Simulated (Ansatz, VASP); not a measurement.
# Two plane-wave programs on Al6H

```xyz
14
Lattice="5.7135 0.0000 0.0000 0.0000 5.7135 0.0000 0.0000 0.0000 22.1747" Properties=species:S:1:pos:R:3 pbc="T T T"
Al    1.4284    1.4284    4.0000
Al    1.4284    4.2851    4.0000
Al    4.2851    1.4284    4.0000
Al    4.2851    4.2851    4.0000
Al    0.0000    0.0000    6.0848
Al    0.0000    2.8568    6.0848
Al    2.8568    0.0000    6.0848
Al    2.8568    2.8568    6.0848
Al    1.4284    1.4284    8.1747
Al    1.4284    4.2851    8.1747
Al    4.2851    1.4284    8.1747
Al    4.2851    4.2851    8.1747
H     0.0000   -0.5905    8.6247
H     0.0000    0.5905    8.6247
```

Alike in both runs: task single point; functional PBE; k mesh 5 × 5 × 1; occupations gaussian, width 0.1 eV; no spin polarisation.

```csv
,VASP,Ansatz
version,VASP 6.6.1,Ansatz 0.2.0
potentials or method,"VASP PAW PBE potentials, release 64 (Al, H), cutoff 520 eV","scalar-relativistic, plane waves, PAW"
valence electrons in the cell,38,38
```

|  | VASP | Ansatz | Ansatz less VASP |
| --- | --- | --- | --- |
| gap on the k mesh at the Fermi level (eV) | none | none | - |
| rms of the force components (eV/Å) | 0.460 | 0.460 | +0.0002 |

Atom by atom the forces differ by 0.001 eV/Å (rms over components). A gap of «none» marks a metal or a gap that the smearing closes.
